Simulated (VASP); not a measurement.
Au:

```
CELL_PARAMETERS angstrom
0.00000 2.03500 2.03500
2.03500 0.00000 2.03500
2.03500 2.03500 0.00000
ATOMIC_POSITIONS crystal
Au 0.00000 0.00000 0.00000
```

- Program: VASP 6.6.1
- Task: relaxation of cell and atoms
- Functional: PBE
- Potentials or basis: VASP PAW PBE potentials, release 64 (Au)
- Cutoff: 600 eV
- k mesh: 10 × 10 × 10
- Occupations: fermi-dirac, width 0.1 eV
- Spin: no spin polarisation

At the start: pressure 11.0 GPa; volume 16.85 Å³/atom.

Q: How do energy, volume and symmetry change on relaxing?

A: Over 4 steps the energy falls by 36.5 meV/atom and the volume is 18.00 Å³/atom (+6.8 %); space group Fm-3m (No. 225, to 0.05 Å).

The path:
| step | energy change (eV) | largest force (eV/Å) | pressure (GPa) | volume (Å³) |
| --- | --- | --- | --- | --- |
| 1 | 0.0000 | 0.0000 | 11.01 | 16.85 |
| 2 | 0.0286 | 0.0000 | -10.11 | 19.84 |
| 3 | -0.0365 | 0.0000 | -0.20 | 18.03 |
| 4 | -0.0365 | 0.0000 | -0.03 | 18.00 |

Final structure:
```
CELL_PARAMETERS angstrom
0.00000 2.08025 2.08025
2.08025 0.00000 2.08025
2.08025 2.08025 0.00000
ATOMIC_POSITIONS crystal
Au 0.00000 0.00000 0.00000
```
